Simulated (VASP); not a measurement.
# CdF2 (Immm) in VASP: further runs, part 2 of 3

VASP 6.6.1. The steps go on from the part before.

**3. Single point, PBE (engineering shear strain xy -0.2200, normal strain along z -0.0267)**

INCAR

```
SYSTEM = CdF2
PREC     = Accurate       ! precision mode
ENCUT    = 520            ! plane-wave cutoff, eV
EDIFF    = 1E-6           ! SCF threshold, eV
ISMEAR   = 0              ! smearing method
SIGMA    = 0.05           ! smearing width, eV
LREAL    = .False.        ! projectors in reciprocal space
LASPH    = .True.         ! aspherical terms in the spheres
NELM     = 60             ! most SCF steps
ALGO     = Normal         ! electronic algorithm
ISIF     = 2              ! what is computed and relaxed
LWAVE    = .False.        ! write WAVECAR
LCHARG   = .False.        ! write CHGCAR
GGA      = PE             ! functional
NBANDS   = 20             ! bands
```

KPOINTS

```
Automatic mesh
0
Gamma
  8 8 8
  0 0 0
```

POSCAR

```
CdF2
1.0
   -0.3014297579      2.7402705265      2.6671053034
    2.7402705265     -0.3014297579      2.6671053034
    2.4388407686      2.4388407686      0.0000000000
Cd F
1 2
Direct
    0.0000000000      0.0000000000      0.0000000000
    0.2500000000      0.2500000000      0.2500000000
    0.7500000000      0.7500000000      0.7500000000
```

Potentials or basis: VASP PAW PBE potentials, release 64 (Cd, F).

Run with:

```console
$ cat potpaw_PBE.64/Cd/POTCAR potpaw_PBE.64/F/POTCAR > POTCAR
$ mpirun -np 1 vasp_std > vasp.out
```

OUTCAR:

```text
SYSTEM = CdF2
   PREC = Accurate
   ENCUT = 520
   EDIFF = 1E-6
   ISMEAR = 0
   LREAL = .False.
   LASPH = .True.
   NELM = 60
   ISIF = 2
   GGA = PE

 ion  position               nearest neighbor table
   1  0.000  0.000  0.000-   3 2.18   2 2.18   3 2.18   2 2.18   3 2.53   3 2.53   2 2.53   2 2.53

   2  0.250  0.250  0.250-   1 2.18   1 2.18   1 2.53   1 2.53
   3  0.750  0.750  0.750-   1 2.18   1 2.18   1 2.53   1 2.53

  LATTYP: Found a body centered orthorhombic cell.
 ALAT       =     3.4490416914
 B/A-ratio  =     1.2471910112
 C/A-ratio  =     1.5465775958

  Lattice vectors:

 A1 = (   0.3014297579,  -2.7402705265,  -2.6671053034)
 A2 = (  -0.3014297579,   2.7402705265,  -2.6671053034)
 A3 = (   2.7402705265,  -0.3014297579,   2.6671053034)

Analysis of symmetry for initial positions (statically):
=====================================================================
 Subroutine PRICEL returns:
 Original cell was already a primitive cell.

 Routine SETGRP: Setting up the symmetry group for a
 body centered orthorhombic supercell.

 Subroutine GETGRP returns: Found  8 space group operations
 (whereof  8 operations were pure point group operations)
 out of a pool of  8 trial point group operations.

The static configuration has the point symmetry D_2h.

Analysis of symmetry for dynamics (positions and initial velocities):
=====================================================================
 Subroutine PRICEL returns:
 Original cell was already a primitive cell.

 Routine SETGRP: Setting up the symmetry group for a
 body centered orthorhombic supercell.

 Subroutine GETGRP returns: Found  8 space group operations
 (whereof  8 operations were pure point group operations)
 out of a pool of  8 trial point group operations.

The dynamic configuration has the point symmetry D_2h.

 Subroutine INISYM returns: Found  8 space group operations
 (whereof  8 operations are pure point group operations),
 and found     1 'primitive' translations

----------------------------------------------------------------------------------------

                                     Primitive cell

  volume of cell :      39.5704

  direct lattice vectors                    reciprocal lattice vectors
    -0.301429758  2.740270526  2.667105303    -0.164381745  0.164381745  0.187469163
     2.740270526 -0.301429758  2.667105303     0.164381745 -0.164381745  0.187469163
     2.438840769  2.438840769  0.000000000     0.205015435  0.205015435 -0.187469163

  length of vectors
     3.835804108  3.835804108  3.449041691     0.298642601  0.298642601  0.345264166

  position of ions in fractional coordinates (direct lattice)
     0.000000000  0.000000000  0.000000000
     0.250000000  0.250000000  0.250000000
     0.750000000  0.750000000  0.750000000

  ion indices of the primitive-cell ions
   primitive index   ion index
                 1           1
                 2           2
                 3           3

----------------------------------------------------------------------------------------

 KPOINTS: Automatic mesh

Automatic generation of k-mesh.
 Grid dimensions read from file:
 generate k-points for:    8    8    8

 Generating k-lattice:

  Cartesian coordinates                     Fractional coordinates (reciprocal lattice)
    -0.020547718  0.020547718  0.023433645     0.125000000  0.000000000  0.000000000
     0.020547718 -0.020547718  0.023433645     0.000000000  0.125000000  0.000000000
     0.025626929  0.025626929 -0.023433645     0.000000000  0.000000000  0.125000000

  Length of vectors
     0.037330325  0.037330325  0.043158021

  Shift w.r.t. Gamma in fractional coordinates (k-lattice)
     0.000000000  0.000000000  0.000000000

 Subroutine IBZKPT returns following result:
 ===========================================

 Found     95 irreducible k-points:

 Following reciprocal coordinates:
            Coordinates               Weight
  0.000000  0.000000  0.000000      1.000000
  0.125000  0.000000  0.000000      4.000000
  0.250000  0.000000  0.000000      4.000000
  0.375000  0.000000  0.000000      4.000000
  0.500000  0.000000  0.000000      2.000000
  0.125000  0.125000  0.000000      2.000000
[... 16 lines left out ...]
  0.125000  0.000000  0.125000      4.000000
  0.250000  0.000000  0.125000      8.000000
 [... further k-points ...]
   k-points           NKPTS =     95   k-points in BZ     NKDIM =     95   number of bands    NBANDS=     20
   number of dos      NEDOS =    301   number of ions     NIONS =      3
   total plane-waves  NPLWV =  25200
   dimension x,y,z NGX =    30 NGY =   30 NGZ =   28
   dimension x,y,z NGXF=    60 NGYF=   60 NGZF=   56
   ions per type =               1   2
   NGX,Y,Z   is equivalent  to a cutoff of  13.00, 13.00, 13.50 a.u.
   NGXF,Y,Z  is equivalent  to a cutoff of  26.00, 26.00, 26.99 a.u.
 SYSTEM =  CdF2
   PREC   = accura    normal or accurate (medium, high low for compatibility)
   ISTART =      0    job   : 0-new  1-cont  2-samecut
   ICHARG =      2    charge: 1-file 2-atom 10-const
   ISPIN  =      1    spin polarized calculation?
   LNONCOLLINEAR =      F non collinear calculations
   LSORBIT =      F    spin-orbit coupling
   LASPH  =      T    aspherical Exc in radial PAW
   ENCUT  =  520.0 eV  38.22 Ry    6.18 a.u.   7.13  7.13  6.41*2*pi/ulx,y,z
   NELM   =     60;   NELMIN=  2; NELMDL= -5     # of ELM steps
   EDIFF  = 0.1E-05   stopping-criterion for ELM
   LREAL  =      F    real-space projection
   EDIFFG = 0.1E-04   stopping-criterion for IOM
   NSW    =      0    number of steps for IOM
   IBRION =     -1    ionic relax: 0-MD 1-quasi-New 2-CG
   NFREE  =      0    steps in history (QN), initial steepest desc. (CG)
   ISIF   =      2    stress and relaxation
   ISYM   =      2    0-nonsym 1-usesym 2-fastsym
   POTIM  = 0.5000    time-step for ionic-motion
   TEBEG  =    0.0;   TEEND  =   0.0 temperature during run
   PSTRESS=    0.0 pullay stress
   NELECT =      26.0000    total number of electrons
   NUPDOWN=      -1.0000    fix difference up-down
   EMIN   =  10.00;   EMAX   =-10.00  energy-range for DOS
   EFERMI =   0.00;   METHOD = LEGACY
   ISMEAR =     0;   SIGMA  =   0.05  broadening in eV -4-tet -1-fermi 0-gaus
   EFERMI_NEDOS =   21; number of points for ismear=-14 and -15
   IALGO  =     38    algorithm
   IMIX   =      4    mixing-type and parameters
     AMIX     =   0.40;   BMIX     =  1.00
     AMIX_MAG =   1.60;   BMIX_MAG =  1.00
  volume/ion in A,a.u.               =      13.19        89.01
  Fermi-wavevector in a.u.,A,eV,Ry     =   1.423233  2.689520 27.559846  2.025592
  Thomas-Fermi vector in A             =   2.543852
   LORBIT       =      0    0 simple, 1 ext, 2 COOP (PROOUT), +10 PAW based schemes
   GGA     = PE    functional components
   LHFCALC =     F    Hartree Fock is set to
   AEXX    =    0.0000 exact exchange contribution
   IVDW    =     0    specifies the selected vdW correction
   LEPSILON=     F    determine dielectric tensor
   LRPA    =     F    only Hartree local field effects (RPA)
 non-spin polarized calculation
 Gauss-broadening in eV      SIGMA  =   0.05
  energy-cutoff  :      520.00
  volume of cell :       39.57
 maximum number of plane-waves:      1080
 NGX is ok and might be reduce to    30
   NGX = 15   NGY = 15   NGZ = 13

 number of electron      25.9999994 magnetization

 Free energy of the ion-electron system (eV)
  ---------------------------------------------------
  ext. energy  EPLUGINS =         0.00000000
  ---------------------------------------------------
  free energy    TOTEN  =       -10.66795679 eV

  energy without entropy =      -10.66795679  energy(sigma->0) =      -10.66795679

 E-fermi :  -0.8290     XC(G=0): -10.3237

 val. band max:       -1.0522475180   @ k =   0.5000   0.5000   0.0000
 cond. band min:       1.8415235964   @ k =   0.0000   0.0000   0.0000
 fundamental gap:      2.8937711144
 Fermi energy:        -0.8289813782

 k-point     1 :       0.0000    0.0000    0.0000
  band No.  band energies     occupation
      1     -22.2673      2.00000
      2     -21.2305      2.00000
      3      -7.2127      2.00000
      4      -7.1367      2.00000
      5      -6.8723      2.00000
      6      -5.7943      2.00000
[... 12 lines left out ...]
     19      18.6863      0.00000
[... 513 lines left out ...]
      4      -6.9375      2.00000
      5      -6.4680      2.00000
      6      -5.9243      2.00000
[... 12 lines left out ...]
     19      18.8114      0.00000
     20      18.9509      0.00000

 [... further k-points ...]

------------------------ aborting loop because EDIFF is reached ----------------------------------------

  FORCE on cell =-STRESS in cart. coord.  units (eV):
  Direction    XX          YY          ZZ          XY          YZ          ZX
  --------------------------------------------------------------------------------------
  -------------------------------------------------------------------------------------
  Total        2.2366132      2.2366132      2.9373873      2.0573494      0.0000000      0.0000000
  in kB       90.5589643     90.5589643    118.9328346     83.3006933      0.0000000      0.0000000
  external PRESSURE =     100.0169211 kB  Pullay stress =       0.0000000 kB

 VOLUME and BASIS-vectors are now :
 -----------------------------------------------------------------------------
  energy-cutoff  :      520.00
  volume of cell :       39.57
      direct lattice vectors                 reciprocal lattice vectors
    -0.301429758  2.740270526  2.667105303    -0.164381745  0.164381745  0.187469163
     2.740270526 -0.301429758  2.667105303     0.164381745 -0.164381745  0.187469163
     2.438840769  2.438840769  0.000000000     0.205015435  0.205015435 -0.187469163

 POSITION                                       TOTAL-FORCE (eV/Angst)
 -----------------------------------------------------------------------------------
      0.00000      0.00000      0.00000         0.000000      0.000000      0.000000
      1.21942      1.21942      1.33355        -0.000000     -0.000000      0.742626
      3.65826      3.65826      4.00066         0.000000      0.000000     -0.742626
 -----------------------------------------------------------------------------------
    total drift:                                0.000000     -0.000000      0.000000

  FREE ENERGIE OF THE ION-ELECTRON SYSTEM (eV)
  ---------------------------------------------------
  free  energy   TOTEN  =       -10.6679567902 eV

  energy  without entropy=      -10.6679567902  energy(sigma->0) =      -10.66795679
```

Wall time 43 s (1 thread of Intel Xeon Platinum 8488C (Sapphire Rapids), shared host); peak memory 0.2 GiB.

Results:

```
Free energy            : -10.6680 eV
Pressure               : 10.0 GPa
Largest force          : 0.743 eV/Å
Band gap on the k mesh : 2.89 eV (least direct gap 3.13 eV)
```

Forces in eV/Å, atoms in the order of the input:
```
Cd   0.000  0.000  0.000
F    0.000  0.000  0.743
F    0.000  0.000 -0.743
```

Caveat: the cell differs from its parent crystal (engineering shear strain xy -0.2200, normal strain along z -0.0267); the cell stands under pressure. A k mesh can miss the band edges.

**4. Single point, PBE (engineering shear strain xy -0.1467, normal strain along z -0.0267)**

INCAR

```
SYSTEM = CdF2
ALGO = Normal ; EDIFF = 1E-6
ENCUT = 520 ; GGA = PE
ISIF = 2 ; ISMEAR = 0
LASPH = .True. ; LCHARG = .False.
LREAL = .False. ; LWAVE = .False.
NBANDS = 20 ; NELM = 60
PREC = Accurate ; SIGMA = 0.05
```

KPOINTS

```
k-points
0
Gamma
  8 8 8
  0 0 0
```

POSCAR

```
CdF2
1.0
   -0.2009988431      2.7402705265      2.6671053034
    2.7402705265     -0.2009988431      2.6671053034
    2.5392716834      2.5392716834      0.0000000000
Cd F
1 2
Direct
    0.0000000000      0.0000000000      0.0000000000
    0.2500000000      0.2500000000      0.2500000000
    0.7500000000      0.7500000000      0.7500000000
```

Potentials or basis: VASP PAW PBE potentials, release 64 (Cd, F).

Run with:

```console
$ cat potpaw_PBE.64/Cd/POTCAR potpaw_PBE.64/F/POTCAR > POTCAR
$ mpirun -np 1 vasp_std > vasp.out
```

OUTCAR:

```text
SYSTEM = CdF2
   EDIFF = 1E-6
   ENCUT = 520
   GGA = PE
   ISIF = 2
   ISMEAR = 0
   LASPH = .True.
   LREAL = .False.
   NELM = 60
   PREC = Accurate

 ion  position               nearest neighbor table
   1  0.000  0.000  0.000-   3 2.24   2 2.24   3 2.24   2 2.24   3 2.47   3 2.47   2 2.47   2 2.47

   2  0.250  0.250  0.250-   1 2.24   1 2.24   1 2.47   1 2.47
   3  0.750  0.750  0.750-   1 2.24   1 2.24   1 2.47   1 2.47

  LATTYP: Found a body centered orthorhombic cell.
 ALAT       =     3.5910724532
 B/A-ratio  =     1.1583121998
 C/A-ratio  =     1.4854087954

  Lattice vectors:

 A1 = (   0.2009988431,  -2.7402705265,  -2.6671053034)
 A2 = (  -0.2009988431,   2.7402705265,  -2.6671053034)
 A3 = (   2.7402705265,  -0.2009988431,   2.6671053034)

Analysis of symmetry for initial positions (statically):
=====================================================================
 Subroutine PRICEL returns:
 Original cell was already a primitive cell.

 Routine SETGRP: Setting up the symmetry group for a
 body centered orthorhombic supercell.

 Subroutine GETGRP returns: Found  8 space group operations
 (whereof  8 operations were pure point group operations)
 out of a pool of  8 trial point group operations.

The static configuration has the point symmetry D_2h.

Analysis of symmetry for dynamics (positions and initial velocities):
=====================================================================
 Subroutine PRICEL returns:
 Original cell was already a primitive cell.

 Routine SETGRP: Setting up the symmetry group for a
 body centered orthorhombic supercell.

 Subroutine GETGRP returns: Found  8 space group operations
 (whereof  8 operations were pure point group operations)
 out of a pool of  8 trial point group operations.

[... 116 lines left out ...]
   EFERMI =   0.00;   METHOD = LEGACY
   ISMEAR =     0;   SIGMA  =   0.05  broadening in eV -4-tet -1-fermi 0-gaus
   EFERMI_NEDOS =   21; number of points for ismear=-14 and -15
   IALGO  =     38    algorithm
   IMIX   =      4    mixing-type and parameters
     AMIX     =   0.40;   BMIX     =  1.00
     AMIX_MAG =   1.60;   BMIX_MAG =  1.00
  volume/ion in A,a.u.               =      13.28        89.62
  Fermi-wavevector in a.u.,A,eV,Ry     =   1.420020  2.683449 27.435574  2.016458
  Thomas-Fermi vector in A             =   2.540980
   LORBIT       =      0    0 simple, 1 ext, 2 COOP (PROOUT), +10 PAW based schemes
   GGA     = PE    functional components
   LHFCALC =     F    Hartree Fock is set to
   AEXX    =    0.0000 exact exchange contribution
   IVDW    =     0    specifies the selected vdW correction
   LEPSILON=     F    determine dielectric tensor
   LRPA    =     F    only Hartree local field effects (RPA)
 non-spin polarized calculation
 Gauss-broadening in eV      SIGMA  =   0.05
  energy-cutoff  :      520.00
  volume of cell :       39.84
 maximum number of plane-waves:      1112
   NGX = 15   NGY = 15   NGZ = 13

 number of electron      26.0000021 magnetization

 Free energy of the ion-electron system (eV)
  ---------------------------------------------------
  ext. energy  EPLUGINS =         0.00000000
  ---------------------------------------------------
  free energy    TOTEN  =       -10.79799519 eV

  energy without entropy =      -10.79799519  energy(sigma->0) =      -10.79799519

 E-fermi :  -1.0273     XC(G=0): -10.3007

 val. band max:       -1.2794541087   @ k =   0.5000   0.5000   0.0000
 cond. band min:       1.6501473307   @ k =   0.0000   0.0000   0.0000
 fundamental gap:      2.9296014393
 Fermi energy:        -1.0272701746

 k-point     1 :       0.0000    0.0000    0.0000
  band No.  band energies     occupation
      1     -22.2089      2.00000
      2     -21.1693      2.00000
      3      -7.1538      2.00000
      4      -7.0726      2.00000
      5      -6.9255      2.00000
      6      -5.8736      2.00000
[... 541 lines left out ...]
     19      18.6333      0.00000
     20      19.0238      0.00000

 [... further k-points ...]

------------------------ aborting loop because EDIFF is reached ----------------------------------------

  FORCE on cell =-STRESS in cart. coord.  units (eV):
  Direction    XX          YY          ZZ          XY          YZ          ZX
  --------------------------------------------------------------------------------------
  -------------------------------------------------------------------------------------
  Total        1.3245897      1.3245897      2.0097148      1.1668318     -0.0000000     -0.0000000
  in kB       53.2694043     53.2694043     80.8222421     46.9250481     -0.0000000     -0.0000000
  external PRESSURE =      62.4536836 kB  Pullay stress =       0.0000000 kB

 VOLUME and BASIS-vectors are now :
 -----------------------------------------------------------------------------
  energy-cutoff  :      520.00
  volume of cell :       39.84
      direct lattice vectors                 reciprocal lattice vectors
    -0.200998843  2.740270526  2.667105303    -0.169994631  0.169994631  0.187469163
     2.740270526 -0.200998843  2.667105303     0.169994631 -0.169994631  0.187469163
     2.539271683  2.539271683  0.000000000     0.196906855  0.196906855 -0.187469163

 POSITION                                       TOTAL-FORCE (eV/Angst)
 -----------------------------------------------------------------------------------
      0.00000      0.00000      0.00000         0.000000      0.000000     -0.000000
      1.26964      1.26964      1.33355         0.000000      0.000000      0.403879
      3.80891      3.80891      4.00066         0.000000      0.000000     -0.403879
 -----------------------------------------------------------------------------------
    total drift:                                0.000000      0.000000      0.000000

  FREE ENERGIE OF THE ION-ELECTRON SYSTEM (eV)
  ---------------------------------------------------
  free  energy   TOTEN  =       -10.7979951854 eV

  energy  without entropy=      -10.7979951854  energy(sigma->0) =      -10.79799519
```

Wall time 36 s (1 thread of Intel Xeon Platinum 8488C (Sapphire Rapids), shared host); peak memory 0.2 GiB.

What came out:

| Property | Result |
| --- | --- |
| Free energy | -10.7980 eV |
| Pressure | 6.2 GPa |
| Largest force | 0.404 eV/Å |
| Band gap on the k mesh | 2.93 eV (least direct gap 3.22 eV) |

Forces on the atoms (eV/Å):
```
Cd   0.000  0.000  0.000
F    0.000  0.000  0.404
F    0.000  0.000 -0.404
```

Levels at points of the mesh, in eV from the valence-band top:
| k point | band 9 | band 10 | band 11 | band 12 | band 13 | band 14 | band 15 | band 16 | band 17 | band 18 |
| --- | --- | --- | --- | --- | --- | --- | --- | --- | --- | --- |
| (0.00, 0.00, 0.00) | -1.01 | -0.97 | -0.96 | -0.83 | -0.29 | 2.93 | 11.21 | 12.57 | 13.99 | 17.33 |
| (0.50, 0.00, 0.00) | -2.32 | -2.03 | -1.82 | -0.54 | -0.27 | 6.62 | 8.60 | 13.90 | 15.31 | 17.78 |
| (0.50, 0.50, 0.00) | -3.11 | -2.87 | -0.61 | -0.50 | 0.00 | 7.72 | 9.41 | 11.78 | 12.59 | 15.30 |
| (0.00, 0.00, 0.50) | -2.54 | -2.07 | -1.93 | -0.81 | -0.60 | 7.29 | 9.29 | 13.06 | 14.71 | 16.73 |
| (0.50, 0.00, 0.50) | -3.10 | -3.00 | -0.76 | -0.36 | -0.15 | 7.84 | 9.33 | 11.78 | 14.00 | 14.05 |

Caveat: the cell differs from its parent crystal (engineering shear strain xy -0.1467, normal strain along z -0.0267); the cell stands under pressure. A k mesh can miss the band edges.

(Continued in part 3 of 3.)
